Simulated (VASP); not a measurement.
A run of VASP 6.6.1 is set up as follows.

INCAR

```
PREC = Accurate
ENCUT = 520
EDIFF = 1E-6
ISMEAR = 0
SIGMA = 0.1
LREAL = F
LASPH = T
NELM = 100
ALGO = Fast
ISIF = 2
LWAVE = F
LCHARG = F
GGA = PS
NBANDS = 17
```

The input KPOINTS:

```
Automatic mesh
0
Gamma
  12 12 10
```

POSCAR

```
Sr
1.0
    2.9579193978      2.9579193978      0.0000000000
   -2.9579193978      2.9579193978      0.0000000000
    0.0000000000      0.0000000000      5.7975220197
Sr
2
Direct
    0.0000000000      0.0000000000      0.0000000000
    0.5000000000      0.5000000000      0.5000000000
```

Potentials or basis: VASP PAW PBE potentials, release 64 (Sr_sv).

Run with:

```bash
$ cat potpaw_PBE.64/Sr_sv/POTCAR > POTCAR
$ mpirun -np 1 vasp_std > vasp.out
```

(1) What does it give for the pressure?

(2) Estimate the band gap on the k mesh.

## Answers

(1) 0.3 GPa.

(2) zero (filled and empty bands touch).

Caveat: the cell differs from its parent crystal (strain along c alone, the other axes held: -2.0 %); the PAW data sets were made with another functional, which shifts forces and pressure a little.
